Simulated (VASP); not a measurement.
# PbS (R3m) in VASP: notebook

Runs on PbS. Level: PBEsol. Tasks: single point.

All numbers are computed with VASP 6.6.1; they aren't measurements. Logs are shortened: lines on timing, memory, paths and dates and some standing lists are left out, and cuts for length are marked.

## 1. The cell of the first run

The structure is trigonal, space group R3m (No. 160). Conventional cell: a = 4.168 Å, b = 4.168 Å, c = 10.216 Å, α = 90.00°, β = 90.00°, γ = 120.00°. Within 3.8 Å of Pb (site symmetry 3m) lie 6 S at 2.92 to 2.98 Å. Within 3.8 Å of S (site symmetry 3m) lie 6 Pb at 2.92 to 2.98 Å.

## 2. Single point, PBEsol

Contents of INCAR:

```
SYSTEM = PbS
  PREC = Accurate
  ENCUT = 520
  EDIFF = 1E-6
  ISMEAR = -1
  SIGMA = 0.05
  LREAL = .False.
  LASPH = .True.
  NELM = 60
  ALGO = Normal
  ISIF = 2
  LWAVE = .False.
  LCHARG = .True.
  GGA = PS
  LELF = .True.
  LVHAR = .True.
  NBANDS = 17
```

Contents of KPOINTS:

```
Automatic mesh
0
Gamma
  8 8 8
  0 0 0
```

Contents of POSCAR:

```
PbS
1.0
    2.0841087231      1.2032607323      3.4052630159
   -2.0841087231      1.2032607323      3.4052630159
    0.0000000000     -2.4065214646      3.4052630159
Pb S
1 1
Direct
    0.9805657800      0.9805657800      0.9805657800
    0.4750355500      0.4750355500      0.4750355500
```

Potentials or basis: VASP PAW PBE potentials, release 64 (Pb_d, S).

On the command line:

```console
cat potpaw_PBE.64/Pb_d/POTCAR potpaw_PBE.64/S/POTCAR > POTCAR
mpirun -np 1 vasp_std > vasp.out
```

OUTCAR:

```text
SYSTEM = PbS
   PREC = Accurate
   ENCUT = 520
   EDIFF = 1E-6
   ISMEAR = -1
   LREAL = .False.
   LASPH = .True.
   NELM = 60
   ISIF = 2
   GGA = PS

 ion  position               nearest neighbor table
   1  0.981  0.981  0.981-   2 2.92   2 2.92   2 2.92   2 2.98   2 2.98   2 2.98
   2  0.475  0.475  0.475-   1 2.92   1 2.92   1 2.92   1 2.98   1 2.98   1 2.98

  LATTYP: Found a trigonal (rhomboedric) cell.
 ALAT       =     4.1697915736
 COS(alpha) =     0.5003774362

  Lattice vectors:

 A1 = (   2.0841087231,   1.2032607323,   3.4052630159)
 A2 = (  -2.0841087231,   1.2032607323,   3.4052630159)
 A3 = (   0.0000000000,  -2.4065214646,   3.4052630159)

Analysis of symmetry for initial positions (statically):
=====================================================================
 Subroutine PRICEL returns:
 Original cell was already a primitive cell.

 Routine SETGRP: Setting up the symmetry group for a
 trigonal (rhombohedral) supercell.

 Subroutine GETGRP returns: Found  6 space group operations
 (whereof  6 operations were pure point group operations)
 out of a pool of 12 trial point group operations.

The static configuration has the point symmetry C_3v.

Analysis of symmetry for dynamics (positions and initial velocities):
=====================================================================
 Subroutine PRICEL returns:
 Original cell was already a primitive cell.

 Routine SETGRP: Setting up the symmetry group for a
 trigonal (rhombohedral) supercell.

 Subroutine GETGRP returns: Found  6 space group operations
 (whereof  6 operations were pure point group operations)
 out of a pool of 12 trial point group operations.

The dynamic configuration has the point symmetry C_3v.

 Subroutine INISYM returns: Found  6 space group operations
 (whereof  6 operations are pure point group operations),
 and found     1 'primitive' translations

----------------------------------------------------------------------------------------

                                     Primitive cell

  volume of cell :      51.2368

  direct lattice vectors                    reciprocal lattice vectors
     2.084108723  1.203260732  3.405263016     0.239910708  0.138512512  0.097887691
    -2.084108723  1.203260732  3.405263016    -0.239910708  0.138512512  0.097887691
     0.000000000 -2.406521465  3.405263016     0.000000000 -0.277025024  0.097887691

  length of vectors
     4.169791574  4.169791574  4.169791574     0.293810932  0.293810932  0.293810932

  position of ions in fractional coordinates (direct lattice)
     0.980565780  0.980565780  0.980565780
     0.475035550  0.475035550  0.475035550

  ion indices of the primitive-cell ions
   primitive index   ion index
                 1           1
                 2           2

----------------------------------------------------------------------------------------

 KPOINTS: Automatic mesh

Automatic generation of k-mesh.
 Grid dimensions read from file:
 generate k-points for:    8    8    8

 Generating k-lattice:

  Cartesian coordinates                     Fractional coordinates (reciprocal lattice)
     0.029988839  0.017314064  0.012235961     0.125000000  0.000000000  0.000000000
    -0.029988839  0.017314064  0.012235961     0.000000000  0.125000000  0.000000000
     0.000000000 -0.034628128  0.012235961     0.000000000  0.000000000  0.125000000

  Length of vectors
     0.036726367  0.036726367  0.036726367

  Shift w.r.t. Gamma in fractional coordinates (k-lattice)
     0.000000000  0.000000000  0.000000000

 Subroutine IBZKPT returns following result:
 ===========================================

 Found     65 irreducible k-points:

 Following reciprocal coordinates:
            Coordinates               Weight
  0.000000  0.000000  0.000000      1.000000
  0.125000  0.000000  0.000000      6.000000
  0.250000  0.000000  0.000000      6.000000
  0.375000  0.000000  0.000000      6.000000
  0.500000  0.000000  0.000000      3.000000
  0.125000  0.125000  0.000000      6.000000
[... 16 lines left out ...]
  0.250000  0.125000  0.125000      6.000000
  0.375000  0.125000  0.125000      6.000000
 [... further k-points ...]
   k-points           NKPTS =     65   k-points in BZ     NKDIM =     65   number of bands    NBANDS=     17
   number of dos      NEDOS =    301   number of ions     NIONS =      2
   total plane-waves  NPLWV =  32768
   dimension x,y,z NGX =    32 NGY =   32 NGZ =   32
   dimension x,y,z NGXF=    64 NGYF=   64 NGZF=   64
   ions per type =               1   1
   NGX,Y,Z   is equivalent  to a cutoff of  12.76, 12.76, 12.76 a.u.
   NGXF,Y,Z  is equivalent  to a cutoff of  25.52, 25.52, 25.52 a.u.
 SYSTEM =  PbS
   PREC   = accura    normal or accurate (medium, high low for compatibility)
   ISTART =      0    job   : 0-new  1-cont  2-samecut
   ICHARG =      2    charge: 1-file 2-atom 10-const
   ISPIN  =      1    spin polarized calculation?
   LNONCOLLINEAR =      F non collinear calculations
   LSORBIT =      F    spin-orbit coupling
   LASPH  =      T    aspherical Exc in radial PAW
   ENCUT  =  520.0 eV  38.22 Ry    6.18 a.u.   7.75  7.75  7.75*2*pi/ulx,y,z
   NELM   =     60;   NELMIN=  2; NELMDL= -5     # of ELM steps
   EDIFF  = 0.1E-05   stopping-criterion for ELM
   LREAL  =      F    real-space projection
   EDIFFG = 0.1E-04   stopping-criterion for IOM
   NSW    =      0    number of steps for IOM
   IBRION =     -1    ionic relax: 0-MD 1-quasi-New 2-CG
   NFREE  =      0    steps in history (QN), initial steepest desc. (CG)
   ISIF   =      2    stress and relaxation
   ISYM   =      2    0-nonsym 1-usesym 2-fastsym
   POTIM  = 0.5000    time-step for ionic-motion
   TEBEG  =    0.0;   TEEND  =   0.0 temperature during run
   PSTRESS=    0.0 pullay stress
   NELECT =      20.0000    total number of electrons
   NUPDOWN=      -1.0000    fix difference up-down
   EMIN   =  10.00;   EMAX   =-10.00  energy-range for DOS
   EFERMI =   0.00;   METHOD = LEGACY
   ISMEAR =    -1;   SIGMA  =   0.05  broadening in eV -4-tet -1-fermi 0-gaus
   EFERMI_NEDOS =   21; number of points for ismear=-14 and -15
   IALGO  =     38    algorithm
   IMIX   =      4    mixing-type and parameters
     AMIX     =   0.40;   BMIX     =  1.00
     AMIX_MAG =   1.60;   BMIX_MAG =  1.00
  volume/ion in A,a.u.               =      25.62       172.88
  Fermi-wavevector in a.u.,A,eV,Ry     =   1.196440  2.260943 19.476304  1.431468
  Thomas-Fermi vector in A             =   2.332380
   LORBIT       =      0    0 simple, 1 ext, 2 COOP (PROOUT), +10 PAW based schemes
   GGA     = PS    functional components
   LHFCALC =     F    Hartree Fock is set to
   AEXX    =    0.0000 exact exchange contribution
   IVDW    =     0    specifies the selected vdW correction
   LEPSILON=     F    determine dielectric tensor
   LRPA    =     F    only Hartree local field effects (RPA)
 non-spin polarized calculation
  energy-cutoff  :      520.00
  volume of cell :       51.24
 maximum number of plane-waves:      1411
   NGX = 15   NGY = 15   NGZ = 15

 number of electron      20.0000001 magnetization

 Free energy of the ion-electron system (eV)
  ---------------------------------------------------
  ext. energy  EPLUGINS =         0.00000000
  ---------------------------------------------------
  free energy    TOTEN  =        -9.45677245 eV

  energy without entropy =       -9.45632164  energy(sigma->0) =       -9.45654704

 E-fermi :   6.0431     XC(G=0):  -9.9719

 val. band max:        5.9361517481   @ k =   0.5000   0.0000   0.0000
 cond. band min:       6.1499393268   @ k =   0.5000   0.0000   0.0000
 fundamental gap:      0.2137875787
 Fermi energy:         6.0430630294

 k-point     1 :       0.0000    0.0000    0.0000
  band No.  band energies     occupation
      1     -10.8451      2.00000
      2     -10.8447      2.00000
      3     -10.8447      2.00000
      4     -10.8326      2.00000
      5     -10.8326      2.00000
      6      -7.8467      2.00000
[... 9 lines left out ...]
     16      12.5615      0.00000
     17      14.3195      0.00000

 k-point     2 :       0.1250    0.0000    0.0000
  band No.  band energies     occupation
      1     -10.8443      2.00000
      2     -10.8428      2.00000
      3     -10.8426      2.00000
      4     -10.8323      2.00000
      5     -10.8323      2.00000
      6      -7.7076      2.00000
[... 9 lines left out ...]
     16      12.9235      0.00000
     17      15.5891      0.00000

 k-point     3 :       0.2500    0.0000    0.0000
  band No.  band energies     occupation
      1     -10.8529      2.00000
      2     -10.8522      2.00000
      3     -10.8428      2.00000
      4     -10.8170      2.00000
      5     -10.8168      2.00000
      6      -7.3194      2.00000
[... 9 lines left out ...]
     16      13.7730      0.00000
     17      17.7134      0.00000

 k-point     4 :       0.3750    0.0000    0.0000
  band No.  band energies     occupation
      1     -10.8646      2.00000
      2     -10.8638      2.00000
      3     -10.8423      2.00000
      4     -10.7996      2.00000
      5     -10.7993      2.00000
      6      -6.8097      2.00000
[... 9 lines left out ...]
     16      15.0201      0.00000
     17      17.6911      0.00000
[... 343 lines left out ...]
      1     -10.8444      2.00000
      2     -10.8428      2.00000
      3     -10.8428      2.00000
      4     -10.8321      2.00000
      5     -10.8321      2.00000
      6      -7.7081      2.00000
[... 9 lines left out ...]
     16      12.9159      0.00000
     17      15.5874      0.00000

 k-point    23 :       0.2500    0.1250    0.1250
  band No.  band energies     occupation
      1     -10.8468      2.00000
      2     -10.8447      2.00000
      3     -10.8438      2.00000
      4     -10.8340      2.00000
      5     -10.8195      2.00000
      6      -7.4828      2.00000
[... 9 lines left out ...]
     16      14.0756      0.00000
     17      15.4490      0.00000

 k-point    24 :       0.3750    0.1250    0.1250
  band No.  band energies     occupation
      1     -10.8617      2.00000
      2     -10.8550      2.00000
      3     -10.8402      2.00000
      4     -10.8177      2.00000
      5     -10.8071      2.00000
      6      -7.0396      2.00000
[... 9 lines left out ...]
     16      15.4575      0.00000
     17      16.7838      0.00000

 [... further k-points ...]
[... 5 lines left out ...]
  --------------------------------------------------------------------------------------
  -------------------------------------------------------------------------------------
  Total        0.0576137      0.0576137      0.0602413      0.0000000      0.0000000      0.0000000
  in kB        1.8015847      1.8015847      1.8837480      0.0000000      0.0000000      0.0000000
  external PRESSURE =       1.8289725 kB  Pullay stress =       0.0000000 kB

 VOLUME and BASIS-vectors are now :
 -----------------------------------------------------------------------------
  energy-cutoff  :      520.00
  volume of cell :       51.24
      direct lattice vectors                 reciprocal lattice vectors
     2.084108723  1.203260732  3.405263016     0.239910708  0.138512512  0.097887691
    -2.084108723  1.203260732  3.405263016    -0.239910708  0.138512512  0.097887691
     0.000000000 -2.406521465  3.405263016     0.000000000 -0.277025024  0.097887691

 POSITION                                       TOTAL-FORCE (eV/Angst)
 -----------------------------------------------------------------------------------
      0.00000      0.00000     10.01725         0.000000      0.000000     -0.029111
      0.00000      0.00000      4.85286         0.000000      0.000000      0.029111
 -----------------------------------------------------------------------------------
    total drift:                                0.000000      0.000000     -0.000438

  FREE ENERGIE OF THE ION-ELECTRON SYSTEM (eV)
  ---------------------------------------------------
  free  energy   TOTEN  =        -9.4567724493 eV

  energy  without entropy=       -9.4563216400  energy(sigma->0) =       -9.45654704
```

It took 59 s on 1 thread of AMD EPYC 7R13 (Zen 3), shared host; peak memory 0.18 GiB.

Results:

* Free energy: -9.4568 eV
* Pressure: 0.2 GPa
* Largest force: 0.029 eV/Å
* Band gap on the k mesh: 0.21 eV, direct

Forces in eV/Å, atoms in the order of the input:
```
Pb   0.000  0.000 -0.029
S    0.000  0.000  0.029
```

Caveat: the PAW data sets were made with another functional, which shifts forces and pressure a little; spin-orbit coupling is left out, which moves the levels of the heavy elements. A k mesh can miss the band edges.

## 3. Single point, PBEsol

This run uses another cell than the first one, of 26.15 Å³/atom, 1.021 times its volume.

Contents of INCAR:

```
ALGO = Normal
EDIFF = 1E-6
ENCUT = 520
GGA = PS
ISIF = 2
ISMEAR = -1
LASPH = T
LCHARG = F
LREAL = F
LWAVE = F
NBANDS = 17
NELM = 60
PREC = Accurate
SIGMA = 0.05
```

Contents of KPOINTS:

```
k-points
0
Gamma
  8 8 8
```

Contents of POSCAR:

```
PbS
1.0
    2.0984823409      1.2115593444      3.4287483306
   -2.0984823409      1.2115593444      3.4287483306
    0.0000000000     -2.4231186889      3.4287483306
Pb S
1 1
Direct
    0.9805657800      0.9805657800      0.9805657800
    0.4750355500      0.4750355500      0.4750355500
```

Potentials or basis: VASP PAW PBE potentials, release 64 (Pb_d, S).

On the command line:

```console
cat potpaw_PBE.64/Pb_d/POTCAR potpaw_PBE.64/S/POTCAR > POTCAR
mpirun -np 1 vasp_std > vasp.out
```

Run time: 61 s. Hardware: 1 thread of AMD EPYC 7R13 (Zen 3), shared host; peak memory 0.18 GiB.

Results (log left out):

- Free energy: -9.4545 eV
- Pressure: -1.0 GPa
- Largest force: 0.018 eV/Å
- Band gap on the k mesh: 0.29 eV, direct

Forces on the atoms (eV/Å):
```
Pb   0.000  0.000 -0.018
S    0.000  0.000  0.018
```

Levels at points of the mesh, in eV from the valence-band top:
```csv
k point,band 8,band 9,band 10,band 11,band 12,band 13
"(0.00, 0.00, 0.00)",-2.15,-2.15,-2.14,5.13,5.16,5.16
"(0.50, 0.00, 0.00)",-1.76,-1.76,0.00,0.29,1.92,1.93
"(0.50, 0.50, 0.00)",-5.21,-3.44,-3.43,3.73,5.53,5.65
"(0.50, 0.50, 0.50)",-1.76,-1.76,-0.05,0.34,1.92,1.92
```

Caveat: the PAW data sets were made with another functional, which shifts forces and pressure a little; spin-orbit coupling is left out, which moves the levels of the heavy elements. A k mesh can miss the band edges.
